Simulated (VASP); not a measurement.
# ZrTi (P-6m2) in VASP: further runs

Runs on ZrTi. Level: LDA. Tasks: single point.

Program: VASP 6.6.1. These are calculated values, not measurements. Logs are shortened: lines on timing, memory, paths and dates and some standing lists are left out, and cuts for length are marked.

**1. The cell of the first run**

It takes space group P-6m2 (No. 187, hexagonal). The conventional cell has a = 3.109 Å, b = 3.109 Å, c = 4.920 Å, α = 90.00°, β = 90.00°, γ = 120.00°. Zr (site symmetry -6m2) has 6 Ti at 3.05 Å and 6 Zr at 3.11 Å within 4.0 Å. Ti (site symmetry -6m2) has 6 Zr at 3.05 Å and 6 Ti at 3.11 Å within 4.0 Å.

**2. Single point, LDA**

File INCAR:

```
SYSTEM = ZrTi
PREC     = Accurate       ! precision mode
ENCUT    = 500            ! plane-wave cutoff, eV
EDIFF    = 1E-6           ! SCF threshold, eV
ISMEAR   = -1             ! smearing method
SIGMA    = 0.1            ! smearing width, eV
LREAL    = .FALSE.        ! projectors in reciprocal space
LASPH    = .TRUE.         ! aspherical terms in the spheres
NELM     = 120            ! most SCF steps
ALGO     = Normal         ! electronic algorithm
ISIF     = 2              ! what is computed and relaxed
LWAVE    = .FALSE.        ! write WAVECAR
LCHARG   = .FALSE.        ! write CHGCAR
NBANDS   = 19             ! bands
GGA_COMPAT= .FALSE.
```

File KPOINTS:

```
regular mesh
0
G
  3 3 2
  0 0 0
```

File POSCAR:

```
ZrTi
1.0
    3.1089940000      0.0000000000      0.0000000000
   -1.5544970000      2.6924677842      0.0000000000
    0.0000000000      0.0000000000      4.9204670000
Zr Ti
1 1
Direct
    0.0000000000      0.0000000000      0.0000000000
    0.3333333333      0.6666666667      0.5000000000
```

Potentials or basis: VASP PAW LDA potentials, release 64 (Zr_sv, Ti_sv).

On the command line:

```console
> cat potpaw_LDA.64/Zr_sv/POTCAR potpaw_LDA.64/Ti_sv/POTCAR > POTCAR
> mpirun -np 1 vasp_std > vasp.out
```

OUTCAR:

```text
SYSTEM = ZrTi
   PREC = Accurate
   ENCUT = 500
   EDIFF = 1E-6
   ISMEAR = -1
   LREAL = .FALSE.
   LASPH = .TRUE.
   NELM = 120
   ISIF = 2

 ion  position               nearest neighbor table
   1  0.000  0.000  0.000-   2 3.05   2 3.05   2 3.05   2 3.05   2 3.05   2 3.05
   2  0.333  0.667  0.500-   1 3.05   1 3.05   1 3.05   1 3.05   1 3.05   1 3.05

  LATTYP: Found a hexagonal cell.
 ALAT       =     3.1089940000
 C/A-ratio  =     1.5826556758

  Lattice vectors:

 A1 = (   3.1089940000,   0.0000000000,   0.0000000000)
 A2 = (  -1.5544970000,   2.6924677842,   0.0000000000)
 A3 = (   0.0000000000,   0.0000000000,   4.9204670000)

Analysis of symmetry for initial positions (statically):
=====================================================================
 Subroutine PRICEL returns:
 Original cell was already a primitive cell.

 Routine SETGRP: Setting up the symmetry group for a
 hexagonal supercell.

 Subroutine GETGRP returns: Found 12 space group operations
 (whereof 12 operations were pure point group operations)
 out of a pool of 24 trial point group operations.

The static configuration has the point symmetry D_3h.

Analysis of symmetry for dynamics (positions and initial velocities):
=====================================================================
 Subroutine PRICEL returns:
 Original cell was already a primitive cell.

 Routine SETGRP: Setting up the symmetry group for a
 hexagonal supercell.

 Subroutine GETGRP returns: Found 12 space group operations
 (whereof 12 operations were pure point group operations)
 out of a pool of 24 trial point group operations.

The dynamic configuration has the point symmetry D_3h.

 Subroutine INISYM returns: Found 12 space group operations
 (whereof 12 operations are pure point group operations),
 and found     1 'primitive' translations

----------------------------------------------------------------------------------------

                                     Primitive cell

  volume of cell :      41.1886

  direct lattice vectors                    reciprocal lattice vectors
     3.108994000  0.000000000  0.000000000     0.321647453  0.185703243  0.000000000
    -1.554497000  2.692467784  0.000000000     0.000000000  0.371406487  0.000000000
     0.000000000  0.000000000  4.920467000     0.000000000  0.000000000  0.203232742

  length of vectors
     3.108994000  3.108994000  4.920467000     0.371406487  0.371406487  0.203232742

  position of ions in fractional coordinates (direct lattice)
     0.000000000  0.000000000  0.000000000
     0.333333333  0.666666667  0.500000000

  ion indices of the primitive-cell ions
   primitive index   ion index
                 1           1
                 2           2

----------------------------------------------------------------------------------------

 KPOINTS: regular mesh

Automatic generation of k-mesh.
 Grid dimensions read from file:
 generate k-points for:    3    3    2

 Generating k-lattice:

  Cartesian coordinates                     Fractional coordinates (reciprocal lattice)
     0.107215818  0.061901081  0.000000000     0.333333333  0.000000000  0.000000000
     0.000000000  0.123802162  0.000000000     0.000000000  0.333333333  0.000000000
     0.000000000  0.000000000  0.101616371     0.000000000  0.000000000  0.500000000

  Length of vectors
     0.123802162  0.123802162  0.101616371

  Shift w.r.t. Gamma in fractional coordinates (k-lattice)
     0.000000000  0.000000000  0.000000000

 Subroutine IBZKPT returns following result:
 ===========================================

 Found      6 irreducible k-points:

 Following reciprocal coordinates:
            Coordinates               Weight
  0.000000  0.000000  0.000000      1.000000
  0.333333 -0.000000  0.000000      6.000000
  0.333333  0.333333  0.000000      2.000000
  0.000000  0.000000  0.500000      1.000000
  0.333333 -0.000000  0.500000      6.000000
  0.333333  0.333333  0.500000      2.000000
   k-points           NKPTS =      6   k-points in BZ     NKDIM =      6   number of bands    NBANDS=     19
   number of dos      NEDOS =    301   number of ions     NIONS =      2
   total plane-waves  NPLWV =  20736
   dimension x,y,z NGX =    24 NGY =   24 NGZ =   36
   dimension x,y,z NGXF=    48 NGYF=   48 NGZF=   72
   ions per type =               1   1
   NGX,Y,Z   is equivalent  to a cutoff of  12.83, 12.83, 12.16 a.u.
   NGXF,Y,Z  is equivalent  to a cutoff of  25.67, 25.67, 24.33 a.u.
 SYSTEM =  ZrTi
   PREC   = accura    normal or accurate (medium, high low for compatibility)
   ISTART =      0    job   : 0-new  1-cont  2-samecut
   ICHARG =      2    charge: 1-file 2-atom 10-const
   ISPIN  =      1    spin polarized calculation?
   LNONCOLLINEAR =      F non collinear calculations
   LSORBIT =      F    spin-orbit coupling
   LASPH  =      T    aspherical Exc in radial PAW
   ENCUT  =  500.0 eV  36.75 Ry    6.06 a.u.   5.67  5.67  8.97*2*pi/ulx,y,z
   NELM   =    120;   NELMIN=  2; NELMDL= -5     # of ELM steps
   EDIFF  = 0.1E-05   stopping-criterion for ELM
   LREAL  =      F    real-space projection
   EDIFFG = 0.1E-04   stopping-criterion for IOM
   NSW    =      0    number of steps for IOM
   IBRION =     -1    ionic relax: 0-MD 1-quasi-New 2-CG
   NFREE  =      0    steps in history (QN), initial steepest desc. (CG)
   ISIF   =      2    stress and relaxation
   ISYM   =      2    0-nonsym 1-usesym 2-fastsym
   POTIM  = 0.5000    time-step for ionic-motion
   TEBEG  =    0.0;   TEEND  =   0.0 temperature during run
   PSTRESS=    0.0 pullay stress
   NELECT =      24.0000    total number of electrons
   NUPDOWN=      -1.0000    fix difference up-down
   EMIN   =  10.00;   EMAX   =-10.00  energy-range for DOS
   EFERMI =   0.00;   METHOD = LEGACY
   ISMEAR =    -1;   SIGMA  =   0.10  broadening in eV -4-tet -1-fermi 0-gaus
   EFERMI_NEDOS =   21; number of points for ismear=-14 and -15
   IALGO  =     38    algorithm
   IMIX   =      4    mixing-type and parameters
     AMIX     =   0.40;   BMIX     =  1.00
     AMIX_MAG =   1.60;   BMIX_MAG =  1.00
  volume/ion in A,a.u.               =      20.59       138.98
  Fermi-wavevector in a.u.,A,eV,Ry     =   1.367371  2.583956 25.438857  1.869703
  Thomas-Fermi vector in A             =   2.493429
   LORBIT       =      0    0 simple, 1 ext, 2 COOP (PROOUT), +10 PAW based schemes
   GGA     = CA    functional components
   LHFCALC =     F    Hartree Fock is set to
   AEXX    =    0.0000 exact exchange contribution
   IVDW    =     0    specifies the selected vdW correction
   LEPSILON=     F    determine dielectric tensor
   LRPA    =     F    only Hartree local field effects (RPA)
 non-spin polarized calculation
  energy-cutoff  :      500.00
  volume of cell :       41.19
 maximum number of plane-waves:      1085
 NGX is ok and might be reduce to    24
   NGX = 11   NGY = 11   NGZ = 17

 number of electron      24.0000003 magnetization

 Free energy of the ion-electron system (eV)
  ---------------------------------------------------
  ext. energy  EPLUGINS =         0.00000000
  ---------------------------------------------------
  free energy    TOTEN  =       -17.73180688 eV

  energy without entropy =      -17.66229242  energy(sigma->0) =      -17.69704965

 E-fermi :   8.3162     XC(G=0): -11.4385

 val. band max:        8.3137616214   @ k =   0.3333   0.3333   0.5000
 cond. band min:       8.3548016125   @ k =   0.3333   0.3333   0.0000
 fundamental gap:      0.0410399912
 Fermi energy:         8.3161768904

 k-point     1 :       0.0000    0.0000    0.0000
  band No.  band energies     occupation
      1     -47.9896      2.00000
      2     -39.9718      2.00000
      3     -24.6840      2.00000
      4     -24.4344      2.00000
      5     -24.4344      2.00000
      6     -18.1650      2.00000
[... 11 lines left out ...]
     18       9.8188      0.00000
     19      12.5350      0.00000

 k-point     2 :       0.3333   -0.0000    0.0000
  band No.  band energies     occupation
      1     -47.9614      2.00000
      2     -39.8687      2.00000
      3     -24.6429      2.00000
      4     -24.6390      2.00000
      5     -24.4834      2.00000
      6     -18.4109      2.00000
[... 11 lines left out ...]
     18      12.4630      0.00000
     19      12.7128      0.00000

 k-point     3 :       0.3333    0.3333    0.0000
  band No.  band energies     occupation
      1     -47.9473      2.00000
      2     -39.8163      2.00000
      3     -24.6247      2.00000
      4     -24.6246      2.00000
      5     -24.6225      2.00000
      6     -18.3571      2.00000
[... 11 lines left out ...]
     18      11.9859      0.00000
     19      14.3199      0.00000

 k-point     4 :       0.0000    0.0000    0.5000
  band No.  band energies     occupation
      1     -47.9893      2.00000
      2     -39.9733      2.00000
      3     -24.6652      2.00000
      4     -24.4341      2.00000
      5     -24.4341      2.00000
      6     -18.2078      2.00000
[... 11 lines left out ...]
     18      10.9464      0.00000
     19      12.4961      0.00000

 k-point     5 :       0.3333   -0.0000    0.5000
  band No.  band energies     occupation
      1     -47.9613      2.00000
      2     -39.8690      2.00000
      3     -24.6430      2.00000
      4     -24.6409      2.00000
      5     -24.4828      2.00000
      6     -18.4016      2.00000
[... 11 lines left out ...]
     18      12.0999      0.00000
     19      12.1336      0.00000

 k-point     6 :       0.3333    0.3333    0.5000
  band No.  band energies     occupation
      1     -47.9473      2.00000
      2     -39.8160      2.00000
      3     -24.6307      2.00000
      4     -24.6285      2.00000
      5     -24.6233      2.00000
      6     -18.3515      2.00000
[... 11 lines left out ...]
     18      12.5564      0.00000
     19      14.2239      0.00000

------------------------ aborting loop because EDIFF is reached ----------------------------------------

  FORCE on cell =-STRESS in cart. coord.  units (eV):
  Direction    XX          YY          ZZ          XY          YZ          ZX
  --------------------------------------------------------------------------------------
  -------------------------------------------------------------------------------------
  Total       -2.6023313     -2.6023313     -1.7671511      0.0000000      0.0000000      0.0000000
  in kB     -101.2270182   -101.2270182    -68.7396862      0.0000000      0.0000000      0.0000000
  external PRESSURE =     -90.3979076 kB  Pullay stress =       0.0000000 kB

 VOLUME and BASIS-vectors are now :
 -----------------------------------------------------------------------------
  energy-cutoff  :      500.00
  volume of cell :       41.19
      direct lattice vectors                 reciprocal lattice vectors
     3.108994000  0.000000000  0.000000000     0.321647453  0.185703243  0.000000000
    -1.554497000  2.692467784  0.000000000     0.000000000  0.371406487  0.000000000
     0.000000000  0.000000000  4.920467000     0.000000000  0.000000000  0.203232742

 POSITION                                       TOTAL-FORCE (eV/Angst)
 -----------------------------------------------------------------------------------
      0.00000      0.00000      0.00000         0.000000      0.000000      0.000000
     -0.00000      1.79498      2.46023        -0.000000     -0.000000      0.000000
 -----------------------------------------------------------------------------------
    total drift:                                0.000000     -0.000000     -0.000000

  FREE ENERGIE OF THE ION-ELECTRON SYSTEM (eV)
  ---------------------------------------------------
  free  energy   TOTEN  =       -17.7318068765 eV

  energy  without entropy=      -17.6622924236  energy(sigma->0) =      -17.69704965
```

It took 5 s on 1 thread of Intel Xeon Platinum 8375C at 2.90GHz (Ice Lake), shared host; peak memory 0.13 GiB.

Results:

```yaml
Free_energy: -17.7318 eV
Pressure: -9.0 GPa
Band_gap_on_the_k_mesh: zero (bands 12 and 13 overlap by 0.82 eV)
```

Caveat: the k points lie up to 0.78 Å⁻¹ apart, too coarse for converged energies and pressures of a metal.

(Part 1 of 3 ends here.)
